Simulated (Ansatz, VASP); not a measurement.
## Two plane-wave programs on ZnBH6

INCAR

```
ALGO = Normal ; EDIFF = 1E-7
EDIFFG = -0.04 ; ENCUT = 600
GGA = PE ; IBRION = 2
ISIF = 3 ; ISMEAR = 0
LASPH = T ; LCHARG = F
LREAL = F ; LWAVE = F
NELM = 80 ; NSW = 90
PREC = Accurate ; SIGMA = 0.1
```

Contents of KPOINTS:

```
k-points
0
Gamma
  6 6 6
```

File POSCAR:

```
ZnBH6
1.0
    0.0000000000      3.1346058218      3.1346058218
    3.1346058218      0.0000000000      3.1346058218
    3.1346058218      3.1346058218      0.0000000000
Zn B H
1 1 6
Direct
    0.0000000000      0.0000000000      0.0000000000
    0.5000000000      0.5000000000      0.5000000000
    0.7181154464      0.2818845536      0.2818845536
    0.2818845536      0.7181154464      0.7181154464
    0.2818845536      0.7181154464      0.2818845536
    0.7181154464      0.2818845536      0.7181154464
    0.2818845536      0.2818845536      0.7181154464
    0.7181154464      0.7181154464      0.2818845536
```

Input for Ansatz:

```yaml
crystal:
  lattice:
    - [0.0, 3.1346058218, 3.1346058218]
    - [3.1346058218, 0.0, 3.1346058218]
    - [3.1346058218, 3.1346058218, 0.0]
  atoms:
    - { symbol: Zn, position: [0.0, 0.0, 0.0] }
    - { symbol: B, position: [0.5, 0.5, 0.5] }
    - { symbol: H, position: [0.7181154464, 0.2818845536, 0.2818845536] }
    - { symbol: H, position: [0.2818845536, 0.7181154464, 0.7181154464] }
    - { symbol: H, position: [0.2818845536, 0.7181154464, 0.2818845536] }
    - { symbol: H, position: [0.7181154464, 0.2818845536, 0.7181154464] }
    - { symbol: H, position: [0.2818845536, 0.2818845536, 0.7181154464] }
    - { symbol: H, position: [0.7181154464, 0.7181154464, 0.2818845536] }
basis:
  ecutwfc: 420
kpoints:
  mp_grid: { grid: [6, 6, 6] }
hamiltonian:
  xc: pbe
scf:
  occupations: { method: gaussian, width: 0.1 }
  lower_state_search: "off"
output:
  forces: true
  stress: true
  eigenvalues: true
relax:
  adjacent_minimum: "off"
  f_tol: 0.04
  max_steps: 70
  cell: { stress_tol: 0.4 }
```

Alike in both runs: task relaxation of cell and atoms; functional PBE; k mesh 6 × 6 × 6; occupations gaussian, width 0.1 eV; no spin polarisation.

```csv
,VASP,Ansatz
version,VASP 6.6.1,Ansatz 0.2.0
potentials or method,"VASP PAW PBE potentials, release 64 (Zn, B, H), cutoff 600 eV","scalar-relativistic, plane waves, PAW"
valence electrons in the cell,21,21
```

|  | VASP | Ansatz | Ansatz less VASP |
| --- | --- | --- | --- |
| gap on the k mesh at the Fermi level, each at its own relaxed structure (eV) | none | none | - |
| relaxed volume (Å³/atom) | 7.70 | 7.71 | +0.008 |
| relaxed length of the cell vector where the two differ most in proportion (Å) | 4.433 | 4.434 | +0.0015 |

A gap of «none» marks a metal or a gap that the smearing closes.
